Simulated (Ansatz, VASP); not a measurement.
**One calculation of SnO, two programs**

INCAR

```
SYSTEM = SnO
PREC = Accurate
ENCUT = 520
EDIFF = 1E-6
ISMEAR = 0
SIGMA = 0.15
LREAL = .FALSE.
LASPH = .TRUE.
NELM = 60
ALGO = Normal
ISIF = 2
LWAVE = .FALSE.
LCHARG = .FALSE.
GGA = PS
IVDW = 12
NBANDS = 28
```

Contents of KPOINTS:

```
regular mesh
0
G
  12 12 10
  0 0 0
```

POSCAR

```
SnO
1.0
    3.9921000000      0.0000000000      0.0000000000
    0.0000000000      3.9921000000      0.0000000000
    0.0000000000      0.0000000000      4.5942000000
Sn O
2 2
Direct
    0.0000000000      0.5000000000      0.2385000000
    0.5000000000      0.0000000000      0.7615000000
    0.0000000000      0.0000000000      0.0000000000
    0.5000000000      0.5000000000      0.0000000000
```

Input for Ansatz:

```yaml
crystal:
  lattice:
    - [3.9921, 0.0, 0.0]
    - [0.0, 3.9921, 0.0]
    - [0.0, 0.0, 4.5942]
  atoms:
    - { symbol: Sn, position: [0.0, 0.5, 0.2385] }
    - { symbol: Sn, position: [0.5, 0.0, 0.7615] }
    - { symbol: O, position: [0.0, 0.0, 0.0] }
    - { symbol: O, position: [0.5, 0.5, 0.0] }
basis:
  ecutwfc: 420
kpoints:
  mp_grid: { grid: [12, 12, 10] }
hamiltonian:
  xc: pbesol
  dispersion: d3bj
scf:
  occupations: { method: gaussian, width: 0.15 }
output:
  forces: true
  stress: true
  eigenvalues: true
```

Change from the starting cell: strain +0.050 along x and y, -0.050 along z, atoms carried along.

Alike in both runs: task single point; functional PBEsol; dispersion D3(BJ); k mesh 12 × 12 × 10; occupations gaussian, width 0.15 eV; no spin polarisation.

```csv
,VASP,Ansatz
version,VASP 6.6.1,Ansatz 0.2.0
potentials or method,"VASP PAW PBE potentials, release 64 (Sn_d, O), cutoff 520 eV","scalar-relativistic, plane waves, PAW"
valence electrons in the cell,40,40
```

Ansatz gave:

* gap on the k mesh at the Fermi level (eV): 0.56
* least direct gap on the mesh (eV): 1.78
* pressure (GPa): -7.2
* traceless stress, the component that is largest in VASP (GPa): 4.53
* rms of the force components (eV/Å): 0.068

Which values does VASP return?

gap on the k mesh at the Fermi level (eV): 0.56; least direct gap on the mesh (eV): 1.77; pressure (GPa): -7.0; traceless stress, the component that is largest in VASP (GPa): 4.50; rms of the force components (eV/Å): 0.040.

VASP's potentials were made for PBE, not for PBEsol. Atom by atom the forces differ by 0.029 eV/Å (rms over components).
